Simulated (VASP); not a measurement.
Here is a VASP 6.6.1 calculation.

The input INCAR:

```
SYSTEM = PbF2
  PREC = Accurate
  ENCUT = 520
  EDIFF = 1E-6
  ISMEAR = -1
  SIGMA = 0.05
  LREAL = .False.
  LASPH = .True.
  NELM = 100
  ALGO = Normal
  ISIF = 2
  LWAVE = .False.
  LCHARG = .False.
  GGA = PS
  NBANDS = 21
```

KPOINTS

```
Automatic mesh
0
Gamma
  8 8 8
  0 0 0
```

The input POSCAR:

```
PbF2
1.0
    0.0000000000      2.9832874594      2.9832874594
    2.9832874594      0.0000000000      2.9832874594
    2.9832874594      2.9832874594      0.0000000000
Pb F
1 2
Direct
    0.0000000000      0.0000000000      0.0000000000
    0.7500000000      0.7500000000      0.7500000000
    0.2500000000      0.2500000000      0.2500000000
```

Potentials or basis: VASP PAW PBE potentials, release 64 (Pb_d, F).

Command:

```bash
$ cat potpaw_PBE.64/Pb_d/POTCAR potpaw_PBE.64/F/POTCAR > POTCAR
$ mpirun -np 1 vasp_std > vasp.out
```

What does it give for the pressure?

-2.6 GPa.

Estimate the band gap on the k mesh.

4.31 eV (least direct gap 4.46 eV).

Caveat: the PAW data sets were made with another functional, which shifts forces and pressure a little; spin-orbit coupling is left out, which moves the levels of the heavy elements. A k mesh can miss the band edges.
